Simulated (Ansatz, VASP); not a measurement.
# AlNi: VASP beside Ansatz

```
Al Ni
1.0
     2.90962    0.00000    0.00000
     0.00000    2.90962    0.00000
     0.00000    0.00000    2.90962
Al Ni
1 1
Direct
  0.00000 0.00000 0.99336
  0.50000 0.50000 0.50305
```

Change from the starting cell: mode 6 frozen in at -0.019 Å, equal normal strain along x, y and z +0.0167.

Alike in both runs: task single point; functional PBEsol; k mesh 16 × 16 × 16; occupations gaussian, width 0.15 eV; no spin polarisation.

|  | VASP | Ansatz |
| --- | --- | --- |
| version | VASP 6.6.1 | Ansatz 0.2.0 |
| potentials or method | VASP PAW PBE potentials, release 64 (Al, Ni), cutoff 520 eV | scalar-relativistic, plane waves, PAW |
| valence electrons in the cell | 13 | 21 |

Ansatz gave:

* gap on the k mesh at the Fermi level (eV): none
* pressure (GPa): -7.7
* rms of the force components (eV/Å): 0.082

Problem. Which values does VASP return?

Solution. gap on the k mesh at the Fermi level (eV): none; pressure (GPa): -7.8; rms of the force components (eV/Å): 0.083.

VASP's potentials were made for PBE, not for PBEsol, and Ansatz warns of the same on its side. Atom by atom the forces differ by 0.001 eV/Å (rms over components). A gap of «none» marks a metal or a gap that the smearing closes. The functional is the same, so the differences come from potentials, cutoffs and numerics. VASP's potentials hold 13 valence electrons a cell and Ansatz's 21, so a difference there can come from the potentials and not from the codes.
